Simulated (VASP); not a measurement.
Input of a VASP 6.6.1 run:

Contents of INCAR:

```
PREC     = Accurate       # precision mode
ENCUT    = 520            # plane-wave cutoff, eV
EDIFF    = 1E-7           # SCF threshold, eV
ISMEAR   = 0              # smearing method
SIGMA    = 0.05           # smearing width, eV
LREAL    = F              # projectors in reciprocal space
LASPH    = T              # aspherical terms in the spheres
NELM     = 80             # most SCF steps
ALGO     = Normal         # electronic algorithm
ISIF     = 2              # what is computed and relaxed
LWAVE    = F              # write WAVECAR
LCHARG   = F              # write CHGCAR
GGA      = PS             # functional
NBANDS   = 16             # bands
```

Contents of KPOINTS:

```
regular mesh
0
Gamma
  6 6 6
```

POSCAR

```
InSb
1.0
    0.0000000000      3.2827830189      3.2827830189
    3.2827830189      0.0000000000      3.2827830189
    3.2827830189      3.2827830189      0.0000000000
In Sb
1 1
Direct
    0.0000000000      0.0000000000      0.0000000000
    0.7500000000      0.7500000000      0.7500000000
```

Potentials or basis: VASP PAW PBE potentials, release 64 (In_d, Sb).

The run is started by

```sh
$ cat potpaw_PBE.64/In_d/POTCAR potpaw_PBE.64/Sb/POTCAR > POTCAR
$ mpirun -np 1 vasp_std > vasp.out
```

(1) What does it give for the pressure?

(2) Predict the band gap on the k mesh.

Results:

(1) -0.8 GPa.

(2) zero (filled and empty bands touch).

Caveat: the PAW data sets were made with another functional, which shifts forces and pressure a little; spin-orbit coupling is left out, which moves the levels of the heavy elements.
